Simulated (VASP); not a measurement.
AlGa3N4:

```
CELL_PARAMETERS angstrom
4.47169 0.00000 0.00000
0.00000 4.47169 0.00000
0.00000 0.00000 4.47169
ATOMIC_POSITIONS crystal
Al 0.00000 0.00000 0.00000
Ga 0.50000 0.50000 0.00000
Ga 0.50000 0.00000 0.50000
Ga 0.00000 0.50000 0.50000
N 0.75571 0.75571 0.24429
N 0.75571 0.24429 0.75571
N 0.24429 0.75571 0.75571
N 0.24429 0.24429 0.24429
```

| Property | Result |
| --- | --- |
| Program | VASP 6.6.1 |
| Task | relaxation of cell and atoms |
| Functional | LDA |
| Potentials or basis | VASP PAW LDA potentials, release 64 (Al, Ga_d, N) |
| Cutoff | 600 eV |
| k mesh | 6 × 6 × 6 |
| Occupations | gaussian, width 0.02 eV |
| Spin | no spin polarisation |

At the start: pressure -5.0 GPa; volume 11.18 Å³/atom.

**Question.** How do energy, volume and symmetry change on relaxing?

**Answer.** Over 8 steps the energy falls by 4.8 meV/atom and the volume is 10.89 Å³/atom (-2.6 %); space group P-43m (No. 215, to 0.05 Å).

Step by step:
| step | energy change (eV) | largest force (eV/Å) | pressure (GPa) | volume (Å³) |
| --- | --- | --- | --- | --- |
| 1 | 0.0000 | 0.1484 | -5.03 | 89.42 |
| 2 | -0.0020 | 0.0422 | 5.46 | 84.95 |
| 3 | -0.0380 | 0.0585 | 0.01 | 87.11 |
| 4 | -0.0380 | 0.0560 | 0.17 | 87.07 |
| 5 | -0.0383 | 0.0120 | 0.06 | 87.09 |
| 6 | -0.0383 | 0.0008 | 0.11 | 87.09 |
| 7 | -0.0383 | 0.0028 | -0.17 | 87.17 |
| 8 | -0.0383 | 0.0005 | 0.01 | 87.13 |

Final structure:
```
Al Ga N
1.0
     4.43329    0.00000    0.00000
     0.00000    4.43329    0.00000
     0.00000    0.00000    4.43329
Al Ga N
1 3 4
Direct
  0.00000 0.00000 0.00000
  0.50000 0.50000 0.00000
  0.50000 0.00000 0.50000
  0.00000 0.50000 0.50000
  0.75496 0.75496 0.24504
  0.75496 0.24504 0.75496
  0.24504 0.75496 0.75496
  0.24504 0.24504 0.24504
```
